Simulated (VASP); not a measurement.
MoF:

```
Mo F
1.0
     0.00000    2.34319    2.34319
     2.34319    0.00000    2.34319
     2.34319    2.34319    0.00000
Mo F
1 1
Direct
  0.00000 0.00000 0.00000
  0.50000 0.50000 0.50000
```

```yaml
Program: VASP 6.6.1
Task: relaxation of cell and atoms
Functional: PBE
Potentials_or_basis: VASP PAW PBE potentials, release 64 (Mo_sv, F)
Cutoff: 600 eV
k_mesh: 6 × 6 × 6
Occupations: gaussian, width 0.1 eV
Spin: collinear spin, ferromagnetic start
Starting_moments: "[1.35, 0.0] μB"
```

At the start: pressure 8.3 GPa; volume 12.87 Å³/atom.

Question: Where does the relaxation end?

Answer: Over 3 steps the energy falls by 20.4 meV/atom and the volume is 13.74 Å³/atom (+6.8 %); space group Fm-3m (No. 225, to 0.05 Å); moment 2.20 μB per cell.

Step by step:
```csv
step,energy change (eV),largest force (eV/Å),pressure (GPa),volume (Å³)
1,0.0000,0.0000,8.28,25.73
2,-0.0347,0.0000,-2.75,28.29
3,-0.0408,0.0000,0.39,27.47
```

Final structure:
```xyz
2
Lattice="0.0000 2.3950 2.3950 2.3950 0.0000 2.3950 2.3950 2.3950 0.0000" Properties=species:S:1:pos:R:3 pbc="T T T"
Mo    0.0000    0.0000    0.0000
F     2.3950    2.3950    2.3950
```

Caveat: the k points lie up to 0.38 Å⁻¹ apart in the final cell.
